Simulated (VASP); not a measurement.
Write the native input for VASP 6.6.1 that does the following.

```
Task                   : relaxation of cell and atoms
Functional             : LDA
Potentials or basis    : VASP PAW LDA potentials, release 64 (P)
Cutoff                 : 500 eV
k mesh                 : 9 × 9 × 5
Occupations            : gaussian, width 0.02 eV
Spin                   : no spin polarisation
Dipole correction      : no
Further INCAR settings : ALGO = Normal; EDIFF = 1e-07; IBRION = 2; EDIFFG = -0.03; NSW = 80; ISIF = 3
```

The structure of P lies in POSCAR:

```
P
1.0
    2.7022834253      0.0000000000      0.0000000000
   -1.3511417127      2.3402460946      0.0000000000
    0.0000000000      0.0000000000      4.3433357186
P
2
Direct
    0.3333333333      0.6666666667      0.2500000000
    0.6666666667      0.3333333333      0.7500000000
```

These files were run (other wordings do the same):

INCAR

```
SYSTEM = P
  PREC = Accurate
  ENCUT = 500
  EDIFF = 1E-7
  ISMEAR = 0
  SIGMA = 0.02
  LREAL = .FALSE.
  LASPH = .TRUE.
  NELM = 120
  ALGO = Normal
  ISIF = 3
  LWAVE = .FALSE.
  LCHARG = .FALSE.
  GGA = CA
  IBRION = 2
  NSW = 80
  EDIFFG = -0.03
  GGA_COMPAT = .FALSE.
  NELMIN = 4
```

KPOINTS

```
Automatic mesh
0
G
  9 9 5
  0 0 0
```

Potentials or basis: VASP PAW LDA potentials, release 64 (P).

Command:

```sh
$ cat potpaw_LDA.64/P/POTCAR > POTCAR
$ mpirun -np 1 vasp_std > vasp.out
```

It gave:

```yaml
Pressure_after_relaxing: -0.1 GPa
Band_gap_on_the_k_mesh: zero (band 5 reaches 16.02 eV, above the bottom of band 6 at 6.30 eV)
```

Caveat: the relaxation stopped at its first step, so nothing moved.

It took 2.9 s on 1 thread of Intel(R) Xeon(R) 6975P-C (Granite Rapids) (shared host), peak memory 0.12 GiB.
